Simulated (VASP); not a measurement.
The system is TiCo.

```
CELL_PARAMETERS angstrom
2.98611 0.00000 0.00000
0.00000 2.98611 0.00000
0.00000 0.00000 2.98611
ATOMIC_POSITIONS crystal
Ti 0.00000 0.00000 0.00000
Co 0.50000 0.50000 0.50000
```

Base run:

| Quantity | Value |
| --- | --- |
| Program | VASP 6.6.1 |
| Functional | r2SCAN |
| Potentials or basis | VASP PAW PBE potentials, release 64 (Ti_sv, Co) |
| Cutoff | 660 eV |
| k mesh | 6 × 6 × 6 |
| Occupations | gaussian, width 0.1 eV |
| Spin | no spin polarisation |

Its results: pressure -6.1 GPa.

Q: The run is repeated on the same cell with these changes: functional from r2SCAN to PBE; cutoff from 660 eV to 600 eV; occupations from gaussian, width 0.1 eV to tetrahedron. What comes out?

A: Pressure -2.6 GPa.

Caveats: the PAW data sets were made with another functional, which shifts forces and pressure a little (some runs); tetrahedron occupations give inexact forces and stress in metals (some runs).
